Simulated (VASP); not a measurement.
Ta, 1 atom in the cell. It takes space group Immm (No. 71, orthorhombic). The conventional cell has a = 3.045 Å, b = 3.319 Å, c = 3.568 Å, α = 90.00°, β = 90.00°, γ = 90.00°. Ta (site symmetry mmm) has 14 Ta at 2.87 to 3.57 Å within 3.8 Å.  This cell differs from its parent crystal: normal strain along x -0.0825, normal strain along z +0.0750.

* Program: VASP 6.6.1
* Task: single point
* Functional: PBE
* Potentials or basis: VASP PAW PBE potentials, release 64 (Ta_pv)
* Cutoff: 520 eV
* k mesh: 18 × 18 × 18
* Occupations: gaussian, width 0.15 eV
* Spin: no spin polarisation
* Dipole correction: no
* Further INCAR settings: ALGO = Fast; EDIFF = 1e-06; NBANDS = 12

Potentials or basis: VASP PAW PBE potentials, release 64 (Ta_pv).

Launch:

```sh
$ cat potpaw_PBE.64/Ta_pv/POTCAR > POTCAR
$ mpirun -np 1 vasp_std > vasp.out
```

Hardware: 1 thread of Intel Xeon 8259CL, with other jobs on the host.

Question: How long does it take, and how much memory?

Answer: Run time: 3.8 min on 1 thread of Intel Xeon 8259CL (shared host), peak memory 0.29 GiB. Counts: scf iterations 12, k points 865.
